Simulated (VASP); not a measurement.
# Pt in VASP: further runs

Pt is run at these levels: PBEsol; tasks: single point, relaxation of cell and atoms.

Program: VASP 6.6.1. These are calculated values, not measurements. Logs are shortened: lines on timing, memory, paths and dates and some standing lists are left out, and cuts for length are marked.

## Step 1: The cell of the first run

The typed cell holds 2 atoms: a = 3.652 Å, b = 3.652 Å, c = 3.652 Å, α = 59.99°, β = 59.99°, γ = 59.99°.

## Step 2: Single point, PBEsol

The input, INCAR:

```
SYSTEM = Pt
ALGO = Normal
EDIFF = 1E-6
ENCUT = 520
GGA = PS
ISIF = 2
ISMEAR = 0
LASPH = .TRUE.
LCHARG = .FALSE.
LREAL = .FALSE.
LWAVE = .FALSE.
NBANDS = 17
NELM = 100
PREC = Accurate
SIGMA = 0.1
```

The input, KPOINTS:

```
k-points
0
G
  6 6 6
  0 0 0
```

The input, POSCAR:

```
Pt
1.0
    1.8259741732      1.0542266804      2.9824314857
   -1.8259741732      1.0542266804      2.9824314857
    0.0000000000     -2.1084533608      2.9824314857
Pt
2
Direct
    0.2499947768      0.2499947768      0.2499947768
    0.7500052232      0.7500052232      0.7500052232
```

Potentials or basis: VASP PAW PBE potentials, release 64 (Pt).

On the command line:

```bash
$ cat potpaw_PBE.64/Pt/POTCAR > POTCAR
$ mpirun -np 1 vasp_std > vasp.out
```

OUTCAR:

```text
SYSTEM = Pt
   EDIFF = 1E-6
   ENCUT = 520
   GGA = PS
   ISIF = 2
   ISMEAR = 0
   LASPH = .TRUE.
   LREAL = .FALSE.
   NELM = 100
   PREC = Accurate

 ion  position               nearest neighbor table
   1  0.250  0.250  0.250-   2 2.58   2 2.58   2 2.58   2 2.58   2 2.58   2 2.58
   2  0.750  0.750  0.750-   1 2.58   1 2.58   1 2.58   1 2.58   1 2.58   1 2.58

  LATTYP: Found a trigonal (rhomboedric) cell.
 ALAT       =     3.6524612444
 COS(alpha) =     0.5001404155

  Lattice vectors:

 A1 = (   1.8259741732,   1.0542266804,   2.9824314857)
 A2 = (  -1.8259741732,   1.0542266804,   2.9824314857)
 A3 = (   0.0000000000,  -2.1084533608,   2.9824314857)

Analysis of symmetry for initial positions (statically):
=====================================================================
 Subroutine PRICEL returns:
 Original cell was already a primitive cell.

 Routine SETGRP: Setting up the symmetry group for a
 trigonal (rhombohedral) supercell.

 Subroutine GETGRP returns: Found 12 space group operations
 (whereof 12 operations were pure point group operations)
 out of a pool of 12 trial point group operations.

The static configuration has the point symmetry D_3d.

Analysis of symmetry for dynamics (positions and initial velocities):
=====================================================================
 Subroutine PRICEL returns:
 Original cell was already a primitive cell.

 Routine SETGRP: Setting up the symmetry group for a
 trigonal (rhombohedral) supercell.

 Subroutine GETGRP returns: Found 12 space group operations
 (whereof 12 operations were pure point group operations)
 out of a pool of 12 trial point group operations.

The dynamic configuration has the point symmetry D_3d.

 Subroutine INISYM returns: Found 12 space group operations
 (whereof 12 operations are pure point group operations),
 and found     1 'primitive' translations

----------------------------------------------------------------------------------------

                                     Primitive cell

  volume of cell :      34.4469

  direct lattice vectors                    reciprocal lattice vectors
     1.825974173  1.054226680  2.982431486     0.273826436  0.158093767  0.111765630
[... 80 lines left out ...]
   ISPIN  =      1    spin polarized calculation?
   LNONCOLLINEAR =      F non collinear calculations
   LSORBIT =      F    spin-orbit coupling
   LASPH  =      T    aspherical Exc in radial PAW
   ENCUT  =  520.0 eV  38.22 Ry    6.18 a.u.   6.79  6.79  6.79*2*pi/ulx,y,z
   NELM   =    100;   NELMIN=  2; NELMDL= -5     # of ELM steps
   EDIFF  = 0.1E-05   stopping-criterion for ELM
   LREAL  =      F    real-space projection
   EDIFFG = 0.1E-04   stopping-criterion for IOM
   NSW    =      0    number of steps for IOM
   IBRION =     -1    ionic relax: 0-MD 1-quasi-New 2-CG
   NFREE  =      0    steps in history (QN), initial steepest desc. (CG)
   ISIF   =      2    stress and relaxation
   ISYM   =      2    0-nonsym 1-usesym 2-fastsym
   POTIM  = 0.5000    time-step for ionic-motion
   TEBEG  =    0.0;   TEEND  =   0.0 temperature during run
   PSTRESS=    0.0 pullay stress
   NELECT =      20.0000    total number of electrons
   NUPDOWN=      -1.0000    fix difference up-down
   EMIN   =  10.00;   EMAX   =-10.00  energy-range for DOS
   EFERMI =   0.00;   METHOD = LEGACY
   ISMEAR =     0;   SIGMA  =   0.10  broadening in eV -4-tet -1-fermi 0-gaus
   EFERMI_NEDOS =   21; number of points for ismear=-14 and -15
   IALGO  =     38    algorithm
   IMIX   =      4    mixing-type and parameters
     AMIX     =   0.40;   BMIX     =  1.00
     AMIX_MAG =   1.60;   BMIX_MAG =  1.00
  volume/ion in A,a.u.               =      17.22       116.23
  Fermi-wavevector in a.u.,A,eV,Ry     =   1.365740  2.580874 25.378211  1.865246
  Thomas-Fermi vector in A             =   2.491942
   LORBIT       =      0    0 simple, 1 ext, 2 COOP (PROOUT), +10 PAW based schemes
   GGA     = PS    functional components
   LHFCALC =     F    Hartree Fock is set to
   AEXX    =    0.0000 exact exchange contribution
   IVDW    =     0    specifies the selected vdW correction
   LEPSILON=     F    determine dielectric tensor
   LRPA    =     F    only Hartree local field effects (RPA)
 non-spin polarized calculation
 Gauss-broadening in eV      SIGMA  =   0.10
  energy-cutoff  :      520.00
  volume of cell :       34.45
 maximum number of plane-waves:       941
   NGX = 13   NGY = 13   NGZ = 13

 number of electron      19.9999998 magnetization

 Free energy of the ion-electron system (eV)
  ---------------------------------------------------
  ext. energy  EPLUGINS =         0.00000000
  ---------------------------------------------------
  free energy    TOTEN  =       -12.88303496 eV

  energy without entropy =      -12.86632534  energy(sigma->0) =      -12.87468015

 E-fermi :   8.6964     XC(G=0): -12.7211

 val. band max:        8.6486683771   @ k =   0.1667  -0.0000   0.0000
 cond. band min:       8.6993733691   @ k =  -0.3333   0.5000   0.1667
 fundamental gap:      0.0507049921
 Fermi energy:         8.6964137968

 k-point     1 :       0.0000    0.0000    0.0000
  band No.  band energies     occupation
      1      -0.1145      2.00000
      2       2.6937      2.00000
      3       2.6937      2.00000
      4       3.5777      2.00000
      5       3.5791      2.00000
      6       3.5791      2.00000
[... 457 lines left out ...]
      4       4.2940      2.00000
      5       4.8751      2.00000
      6       6.8628      2.00000
[... 9 lines left out ...]
     16      23.7418      0.00000
     17      25.5517      0.00000

 [... further k-points ...]

------------------------ aborting loop because EDIFF is reached ----------------------------------------

  FORCE on cell =-STRESS in cart. coord.  units (eV):
  Direction    XX          YY          ZZ          XY          YZ          ZX
  --------------------------------------------------------------------------------------
  -------------------------------------------------------------------------------------
  Total       -0.0624242     -0.0624242     -0.0651090      0.0000000      0.0000000      0.0000000
  in kB       -2.9034443     -2.9034443     -3.0283153      0.0000000      0.0000000      0.0000000
  external PRESSURE =      -2.9450680 kB  Pullay stress =       0.0000000 kB

 VOLUME and BASIS-vectors are now :
 -----------------------------------------------------------------------------
  energy-cutoff  :      520.00
  volume of cell :       34.45
      direct lattice vectors                 reciprocal lattice vectors
     1.825974173  1.054226680  2.982431486     0.273826436  0.158093767  0.111765630
    -1.825974173  1.054226680  2.982431486    -0.273826436  0.158093767  0.111765630
     0.000000000 -2.108453361  2.982431486     0.000000000 -0.316187533  0.111765630

 POSITION                                       TOTAL-FORCE (eV/Angst)
 -----------------------------------------------------------------------------------
      0.00000      0.00000      2.23678         0.000000      0.000000      0.001248
      0.00000      0.00000      6.71052         0.000000      0.000000     -0.001248
 -----------------------------------------------------------------------------------
    total drift:                                0.000000     -0.000000      0.000000

  FREE ENERGIE OF THE ION-ELECTRON SYSTEM (eV)
  ---------------------------------------------------
  free  energy   TOTEN  =       -12.8830349647 eV

  energy  without entropy=      -12.8663253360  energy(sigma->0) =      -12.87468015
```

OSZICAR:

```text
N       E                     dE             d eps       ncg     rms          rms(c)
DAV:   1     0.100966499967E+03    0.10097E+03   -0.10350E+04  1088   0.111E+03
DAV:   2    -0.118118140490E+02   -0.11278E+03   -0.10672E+03  1210   0.240E+02
DAV:   3    -0.137280577392E+02   -0.19162E+01   -0.19013E+01  1279   0.312E+01
DAV:   4    -0.137394334433E+02   -0.11376E-01   -0.11375E-01  1268   0.254E+00
DAV:   5    -0.137395677441E+02   -0.13430E-03   -0.13430E-03  1309   0.286E-01    0.148E+01
DAV:   6    -0.129720800109E+02    0.76749E+00   -0.12449E+00  1158   0.966E+00    0.737E+00
DAV:   7    -0.128915348033E+02    0.80545E-01   -0.20127E-01  1239   0.381E+00    0.293E+00
DAV:   8    -0.128846214976E+02    0.69133E-02   -0.22416E-02  1142   0.122E+00    0.109E+00
DAV:   9    -0.128830226563E+02    0.15988E-02   -0.22694E-03  1142   0.403E-01    0.259E-02
DAV:  10    -0.128830333611E+02   -0.10705E-04   -0.26769E-05  1277   0.317E-02    0.747E-03
DAV:  11    -0.128830348430E+02   -0.14819E-05   -0.58705E-07   806   0.619E-03    0.349E-03
DAV:  12    -0.128830349647E+02   -0.12170E-06   -0.61823E-08   637   0.182E-03
   1 F= -.12883035E+02 E0= -.12874680E+02  d E =-.167096E-01
```

Wall time 19 s (1 thread of Intel Xeon Platinum 8259CL at 2.50GHz (Skylake/Cascade Lake), shared host); peak memory 0.16 GiB.

Results:

```yaml
Free_energy: -12.8830 eV
Pressure: -0.3 GPa
Band_gap_on_the_k_mesh: zero (band 10 reaches 10.95 eV, above the bottom of band 11 at 7.82 eV)
```

Levels at points of the mesh, in eV from the Fermi level:
| k point | band 7 | band 8 | band 9 | band 10 | band 11 | band 12 | band 13 | band 14 |
| --- | --- | --- | --- | --- | --- | --- | --- | --- |
| (0.00, 0.00, 0.00) | 0.38 | 0.38 | 0.38 | 2.25 | 2.25 | 9.85 | 10.31 | 10.31 |
| (0.50, 0.00, 0.00) | -2.08 | -2.08 | -2.08 | -2.08 | -0.71 | -0.71 | 13.05 | 13.05 |
| (0.50, 0.50, 0.00) | -1.51 | -1.51 | -0.68 | 0.61 | 2.10 | 4.51 | 4.51 | 4.74 |
| (0.50, 0.50, 0.50) | -2.08 | -2.08 | -2.08 | -2.08 | -0.71 | -0.71 | 13.06 | 13.06 |

Caveat: the PAW data sets were made with another functional, which shifts forces and pressure a little; spin-orbit coupling is left out, which moves the levels of the heavy elements.

## Step 3: Single point, PBEsol

This run uses another cell than the first one: it holds 1 atom, not 2.

The input, INCAR:

```
PREC = Accurate
ENCUT = 520
EDIFF = 1E-7
ISMEAR = 0
SIGMA = 0.1
LREAL = F
LASPH = T
NELM = 60
ALGO = Fast
ISIF = 2
LWAVE = F
LCHARG = F
GGA = PS
NBANDS = 11
```

The input, KPOINTS:

```
regular mesh
0
Gamma
  22 22 22
```

The input, POSCAR:

```
Pt
1.0
    2.5868301576      0.0000000000      0.0000000000
    0.0000000000      2.5868301576      0.0000000000
    0.0000000000      0.0000000000      2.5868301576
Pt
1
Direct
    0.0000000000      0.0000000000      0.0000000000
```

Potentials or basis: VASP PAW PBE potentials, release 64 (Pt).

On the command line:

```bash
$ cat potpaw_PBE.64/Pt/POTCAR > POTCAR
$ mpirun -np 1 vasp_std > vasp.out
```

OUTCAR:

```text
PREC = Accurate
   ENCUT = 520
   EDIFF = 1E-7
   ISMEAR = 0
   LREAL = F
   LASPH = T
   NELM = 60
   ISIF = 2
   GGA = PS

 ion  position               nearest neighbor table
   1  0.000  0.000  0.000-

  LATTYP: Found a simple cubic cell.
 ALAT       =     2.5868301576

  Lattice vectors:

 A1 = (   2.5868301576,   0.0000000000,   0.0000000000)
 A2 = (   0.0000000000,   2.5868301576,   0.0000000000)
 A3 = (   0.0000000000,   0.0000000000,   2.5868301576)

Analysis of symmetry for initial positions (statically):
[... 509 lines left out ...]
      4       8.5788      1.88964
      5       8.7969      0.13667
      6       8.8701      0.01166
      7      22.6540      0.00000
      8      23.2375      0.00000
      9      24.9333      0.00000
     10      30.8158      0.00000
     11      32.5289      0.00000

 [... further k-points ...]
[... 5 lines left out ...]
  --------------------------------------------------------------------------------------
  -------------------------------------------------------------------------------------
  Total       -0.0415224     -0.0415224     -0.0415224     -0.0000000     -0.0000000     -0.0000000
  in kB       -3.8431675     -3.8431675     -3.8431675     -0.0000000     -0.0000000     -0.0000000
  external PRESSURE =      -3.8431675 kB  Pullay stress =       0.0000000 kB

 VOLUME and BASIS-vectors are now :
 -----------------------------------------------------------------------------
  energy-cutoff  :      520.00
  volume of cell :       17.31
      direct lattice vectors                 reciprocal lattice vectors
     2.586830158  0.000000000  0.000000000     0.386573505  0.000000000  0.000000000
     0.000000000  2.586830158  0.000000000     0.000000000  0.386573505  0.000000000
     0.000000000  0.000000000  2.586830158     0.000000000  0.000000000  0.386573505

 POSITION                                       TOTAL-FORCE (eV/Angst)
 -----------------------------------------------------------------------------------
      0.00000      0.00000      0.00000         0.000000      0.000000      0.000000
 -----------------------------------------------------------------------------------
    total drift:                                0.000000      0.000000      0.000000

  FREE ENERGIE OF THE ION-ELECTRON SYSTEM (eV)
  ---------------------------------------------------
  free  energy   TOTEN  =        -6.4264600230 eV

  energy  without entropy=       -6.4204723929  energy(sigma->0) =       -6.42346621
```

Run time: 48 s. Hardware: 1 thread of Intel Xeon Platinum 8259CL at 2.50GHz (Skylake/Cascade Lake), shared host; peak memory 0.18 GiB.

What came out:

* Free energy: -6.4265 eV
* Pressure: -0.4 GPa
* Band gap on the k mesh: zero (band 5 reaches 10.89 eV, above the bottom of band 6 at 7.56 eV)

Caveat: the PAW data sets were made with another functional, which shifts forces and pressure a little; spin-orbit coupling is left out, which moves the levels of the heavy elements.

## Step 4: Relaxation of cell and atoms, PBEsol

This run uses another cell than the first one: it holds 1 atom, not 2.

The input, INCAR:

```
SYSTEM = Pt
ALGO = Normal
EDIFF = 1E-7
EDIFFG = -0.01
ENCUT = 600
GGA = PS
IBRION = 2
ISIF = 3
ISMEAR = 0
LASPH = .True.
LCHARG = .False.
LREAL = .False.
LWAVE = .False.
NELM = 100
NSW = 100
PREC = Accurate
SIGMA = 0.1
```

The input, KPOINTS:

```
k-points
0
Gamma
  22 22 22
  0 0 0
```

The input, POSCAR:

```
Pt
1.0
    2.5886225950      0.0000000000      0.0000000000
    0.0000000000      2.5886225950      0.0000000000
    0.0000000000      0.0000000000      2.5886225950
Pt
1
Direct
    0.0000000000      0.0000000000      0.0000000000
```

On the command line:

```bash
$ cat potpaw_PBE.64/Pt/POTCAR > POTCAR
$ mpirun -np 1 vasp_std > vasp.out
```

Wall time 76 s (1 thread of Intel Xeon Platinum 8259CL at 2.50GHz (Skylake/Cascade Lake), shared host); peak memory 0.21 GiB.

Results (log left out):

- Free energy: -6.4263 eV
- Relaxed volume: 17.28 Å³/atom
- Relaxed cell: a = 2.585 Å, b = 2.585 Å, c = 2.585 Å, α = 90.00°, β = 90.00°, γ = 90.00°
- Space group after relaxing (to 0.05 Å): Pm-3m (No. 221)
- Energy gained by relaxing: 0.2 meV/atom
- Ionic steps: 3
- Pressure after relaxing: 0.0 GPa
- Band gap on the k mesh: zero (band 5 reaches 10.92 eV, above the bottom of band 6 at 7.58 eV)

Step by step:
```csv
step,energy change (eV),largest force (eV/Å),pressure (GPa),volume (Å³)
1,0.0000,0.0000,-0.79,17.35
2,0.0007,0.0000,1.96,17.13
3,-0.0002,0.0000,0.00,17.28
```

Final structure:
```yaml
crystal:
  lattice:
    - [2.58550, 0.00000, 0.00000]
    - [0.00000, 2.58550, 0.00000]
    - [0.00000, 0.00000, 2.58550]
  atoms:
    - { symbol: Pt, position: [0.00000, 0.00000, 0.00000] }
```

Levels at points of the mesh, in eV from the Fermi level:
| k point | band 3 | band 4 | band 5 | band 6 | band 7 | band 8 |
| --- | --- | --- | --- | --- | --- | --- |
| (0.00, 0.00, 0.00) | -6.02 | 0.35 | 0.35 | 0.35 | 15.38 | 15.38 |
| (0.50, 0.00, 0.00) | -1.96 | -1.96 | -0.74 | 0.57 | 4.68 | 16.49 |
| (0.50, 0.50, 0.00) | -1.53 | -1.53 | 2.05 | 4.43 | 4.43 | 9.98 |
| (0.50, 0.50, 0.50) | -5.14 | 2.21 | 2.21 | 9.77 | 10.22 | 10.22 |

Caveat: the PAW data sets were made with another functional, which shifts forces and pressure a little; spin-orbit coupling is left out, which moves the levels of the heavy elements.

## Step 5: Summary

```tsv
task	cell	k mesh	cutoff (eV)	gap on the mesh (eV)	pressure (GPa)
single point	a = 3.652 Å, angles 60.0°, 2 atoms	6 × 6 × 6	520	none	-0.3
single point	a = 2.587 Å, 1 atom	22 × 22 × 22	520	none	-0.4
relaxation of cell and atoms	relaxed from a = 2.589 Å, 1 atom	22 × 22 × 22	600	none	0.0
```

Alike in all rows: level PBEsol; potentials or basis VASP PAW PBE potentials, release 64 (Pt); no spin polarisation; smearing gaussian 0.1 eV.

Caveats: the PAW data sets were made with another functional, which shifts forces and pressure a little; spin-orbit coupling is left out, which moves the levels of the heavy elements.

Total energies depend on the potentials used, so only differences within one code and one set of settings carry meaning.
